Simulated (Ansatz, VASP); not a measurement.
# Na3TlCl4: VASP beside Ansatz

```
Na Tl Cl
1.0
    -3.02282    3.02282    5.89240
     3.02282   -3.02282    5.89240
     3.02282    3.02282   -5.89240
Na Tl Cl
3 1 4
Direct
  0.00000 0.00000 0.00000
  0.25000 0.75000 0.50000
  0.75000 0.25000 0.50000
  0.50000 0.50000 0.00000
  0.76891 0.76891 0.00000
  0.23109 0.23109 0.00000
  0.00000 0.50000 0.50000
  0.50000 0.00000 0.50000
```

Alike in both runs: functional PBE; k mesh 6 × 6 × 6; no spin polarisation.

Ansatz relaxed the structure, and its values are those at the end. VASP's run is a single point on that final structure, the one shown.

|  | VASP | Ansatz |
| --- | --- | --- |
| version | VASP 6.6.1 | Ansatz 0.2.0 |
| potentials or method | VASP PAW PBE potentials, release 64 (Na_pv, Tl_d, Cl), cutoff 520 eV | scalar-relativistic, plane waves, PAW |
| occupations | gaussian, width 0.01 eV | fixed |
| valence electrons in the cell | 62 | 68 |

VASP gave:

* gap on the k mesh at the Fermi level (eV): 3.18
* least direct gap on the mesh (eV): 3.25
* pressure (GPa): 0.0

**Question.** What did Ansatz give for the same quantities?

**Answer.** gap on the k mesh at the Fermi level (eV): 3.17; least direct gap on the mesh (eV): 3.23; pressure (GPa): 0.0.

VASP's potentials hold 62 valence electrons a cell and Ansatz's 68, so a difference there can come from the potentials and not from the codes.

Spin-orbit coupling is off throughout.
